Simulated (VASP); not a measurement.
A run of VASP 6.6.1 is set up as follows.

The input INCAR:

```
PREC     = Accurate       # precision mode
ENCUT    = 520            # plane-wave cutoff, eV
EDIFF    = 1E-6           # SCF threshold, eV
ISMEAR   = -1             # smearing method
SIGMA    = 0.05           # smearing width, eV
LREAL    = F              # projectors in reciprocal space
LASPH    = T              # aspherical terms in the spheres
NELM     = 80             # most SCF steps
ALGO     = Normal         # electronic algorithm
ISIF     = 2              # what is computed and relaxed
LWAVE    = F              # write WAVECAR
LCHARG   = F              # write CHGCAR
GGA      = PE             # functional
NBANDS   = 12             # bands
```

File KPOINTS:

```
regular mesh
0
Gamma
  17 17 16
```

POSCAR

```
Cu
1.0
    2.3556972622      0.0000000000      0.0000000000
   -1.1778486311      2.0400936727      0.0000000000
    0.0000000000      0.0000000000      2.2741441004
Cu
1
Direct
    0.0000000000      0.0000000000      0.0000000000
```

Potentials or basis: VASP PAW PBE potentials, release 64 (Cu).

The run is started by

```sh
$ cat potpaw_PBE.64/Cu/POTCAR > POTCAR
$ mpirun -np 1 vasp_std > vasp.out
```

Problem. What does it give for the pressure?

Solution. 32.2 GPa.

Stress tensor (GPa, compression positive):
```
32.32  0.00  0.00
 0.00 32.32  0.00
 0.00  0.00 31.91
```
